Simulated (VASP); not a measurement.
Wanted: the native input for a VASP 6.6.1 run.

| Property | Result |
| --- | --- |
| Task | single point |
| Functional | PBEsol |
| Potentials or basis | VASP PAW PBE potentials, release 64 (W_sv) |
| Cutoff | 520 eV |
| k mesh | 20 × 20 × 20 |
| Occupations | gaussian, width 0.15 eV |
| Spin | no spin polarisation |
| Dipole correction | no |
| Further INCAR settings | ALGO = Fast; EDIFF = 1e-07; NBANDS = 13 |

The structure of W lies in POSCAR:

```
W
1.0
   -1.5573675000      1.5573675000      1.6771650000
    1.5573675000     -1.5573675000      1.6771650000
    1.5573675000      1.5573675000     -1.6771650000
W
1
Direct
    0.0000000000      0.0000000000      0.0000000000
```

This cell differs from its parent crystal: strain -0.025 along x and y, +0.050 along z.

One way to write it, as run:

INCAR

```
PREC = Accurate
ENCUT = 520
EDIFF = 1E-7
ISMEAR = 0
SIGMA = 0.15
LREAL = False
LASPH = True
NELM = 80
ALGO = Fast
ISIF = 2
LWAVE = False
LCHARG = False
GGA = PS
NBANDS = 13
```

KPOINTS

```
regular mesh
0
Gamma
  20 20 20
```

Potentials or basis: VASP PAW PBE potentials, release 64 (W_sv).

Run with:

```bash
$ cat potpaw_PBE.64/W_sv/POTCAR > POTCAR
$ mpirun -np 1 vasp_std > vasp.out
```

It gave:

| Property | Result |
| --- | --- |
| Pressure | -9.7 GPa |
| Band gap on the k mesh | zero (band 7 reaches 15.70 eV, above the bottom of band 8 at 10.14 eV) |

Caveat: the cell differs from its parent crystal (strain -0.025 along x and y, +0.050 along z); the PAW data sets were made with another functional, which shifts forces and pressure a little; spin-orbit coupling is left out, which moves the levels of the heavy elements.

Run time: 100 s on 1 thread of Intel(R) Xeon(R) Platinum 8488C (Sapphire Rapids), with other jobs on the host, peak memory 0.24 GiB.
